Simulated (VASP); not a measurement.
C, 12 atoms in the cell. The typed cell holds 12 atoms: a = 2.525 Å, b = 2.525 Å, c = 12.422 Å, α = 85.14°, β = 86.11°, γ = 60.00°. 

```yaml
Program: VASP 6.6.1
Task: single point
Functional: PBE
Potentials_or_basis: VASP PAW PBE potentials, release 64 (C)
Cutoff: 520 eV
k_mesh: 10 × 10 × 2
Occupations: gaussian, width 0.05 eV
Spin: no spin polarisation
Dipole_correction: no
Further_INCAR_settings: ALGO = Normal; EDIFF = 1e-06; NBANDS = 36
```

Potentials or basis: VASP PAW PBE potentials, release 64 (C).

Launch:

```console
$ cat potpaw_PBE.64/C/POTCAR > POTCAR
$ mpirun -np 1 vasp_std > vasp.out
```

Hardware: 1 thread of Intel Xeon 6975P-C, on a shared host.

Task: Estimate the wall time of this run.

Result: It took 4.7 min on 1 thread of Intel Xeon 6975P-C (shared host), peak memory 0.29 GiB. Counts: scf iterations 13, k points 104.
